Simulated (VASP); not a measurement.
Si2Mo, 12 atoms in the cell. The cell holds a slab with vacuum, 12 atoms: a = 4.511 Å, b = 4.515 Å, c = 23.767 Å, α = 90.00°, β = 90.00°, γ = 119.98°. 

| Item | Value |
| --- | --- |
| Program | VASP 6.6.1 |
| Task | single point |
| Functional | PBEsol |
| Potentials or basis | VASP PAW PBE potentials, release 64 (Si, Mo_sv) |
| Cutoff | 520 eV |
| k mesh | 9 × 9 × 1 |
| Occupations | gaussian, width 0.1 eV |
| Spin | no spin polarisation |
| Dipole correction | yes |
| Further INCAR settings | ALGO = Normal; EDIFF = 1e-06; NBANDS = 56 |

Potentials or basis: VASP PAW PBE potentials, release 64 (Si, Mo_sv).

Run with:

```console
$ cat potpaw_PBE.64/Si/POTCAR potpaw_PBE.64/Mo_sv/POTCAR > POTCAR
$ mpirun -np 1 vasp_std > vasp.out
```

Hardware: 1 thread of AMD EPYC 7R43 64-Core Processor (Zen 3), with other jobs on the host.

Estimate the wall time of this run.

It took 29 min on 1 thread of AMD EPYC 7R43 64-Core Processor (Zen 3) (shared host), peak memory 0.73 GiB. Counts: scf iterations 30, k points 25.
